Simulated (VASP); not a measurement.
Runs of VASP 6.6.1 on Mn. The structure is that of space group Fd-3m (No. 227), or close to it. The cells are those of the table. 

| cell | k mesh | gap on the mesh (eV) | pressure (GPa) |
| --- | --- | --- | --- |
| a = 3.551 Å, angles 60.0°, 2 atoms | 13 × 13 × 13 | none | (b) |
| a = 3.595 Å, angles 60.0°, 2 atoms | 13 × 13 × 13 | none | (a) |
| a = 3.415 Å, angles 60.0°, 2 atoms | 13 × 13 × 13 | none | 8.4 |
| a = 3.461 Å, angles 60.0°, 2 atoms | 13 × 13 × 13 | none | 0.9 |
| a = 3.461 Å, angles 60.0°, 2 atoms | 18 × 18 × 18 | none | 0.9 |
| a = 3.366 Å, angles 60.0°, 2 atoms | 13 × 13 × 13 | none | 17.7 |
| a = 3.461 Å, angles 60.0°, 2 atoms | 6 × 6 × 6 | none | 1.0 |
| a = 3.507 Å, angles 60.0°, 2 atoms | 13 × 13 × 13 | none | -5.0 |

Alike in all rows: task single point; level r2SCAN; potentials or basis VASP PAW PBE potentials, release 64 (Mn_pv); no spin polarisation; cutoff (eV) 520; smearing fermi-dirac 0.1 eV.

Fill in the values left out.

(a) -13.8; (b) -9.8.

Caveats: some runs use coarse meshes; the PAW data sets were made with another functional, which shifts forces and pressure a little; the run has no spin polarisation, though such a crystal can be magnetic.

A gap of «none» marks levels without a gap at the run's occupations.
